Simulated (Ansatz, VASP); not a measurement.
**Two plane-wave programs on Al3Cu**

```xyz
4
Lattice="2.7784 0.0000 0.0000 0.0000 2.7784 0.0000 0.0000 0.0000 7.5134" Properties=species:S:1:pos:R:3 pbc="T T T"
Al    0.0000    0.0000    3.7567
Al    1.3892    1.3892    1.6989
Al    1.3892    1.3892    5.8145
Cu    0.0000    0.0000    0.0000
```

Alike in both runs: task single point; functional r2SCAN; k mesh 2 × 2 × 1; occupations gaussian, width 0.1 eV; no spin polarisation.

```csv
,VASP,Ansatz
version,VASP 6.6.1,Ansatz 0.2.0
potentials or method,"VASP PAW PBE potentials, release 64 (Al, Cu), cutoff 520 eV","scalar-relativistic, plane waves, PAW"
valence electrons in the cell,20,28
```

Ansatz gave:

| Property | Result |
| --- | --- |
| gap on the k mesh at the Fermi level (eV) | none |
| pressure (GPa) | 3.8 |
| traceless stress, the component that is largest in VASP (GPa) | -22.46 |
| rms of the force components (eV/Å) | 0.227 |

Problem. What did VASP give for the same quantities?

Solution. gap on the k mesh at the Fermi level (eV): none; pressure (GPa): 3.6; traceless stress, the component that is largest in VASP (GPa): -22.45; rms of the force components (eV/Å): 0.236.

VASP's potentials were made for PBE, not for r2SCAN. Atom by atom the forces differ by 0.009 eV/Å (rms over components). A gap of «none» marks a metal or a gap that the smearing closes. With one functional, cell and mesh, what is left measures potentials, basis and numerics. VASP's potentials hold 20 valence electrons a cell and Ansatz's 28, so a difference there can come from the potentials and not from the codes.

The k mesh is coarse, so the values compare programs but aren't converged.
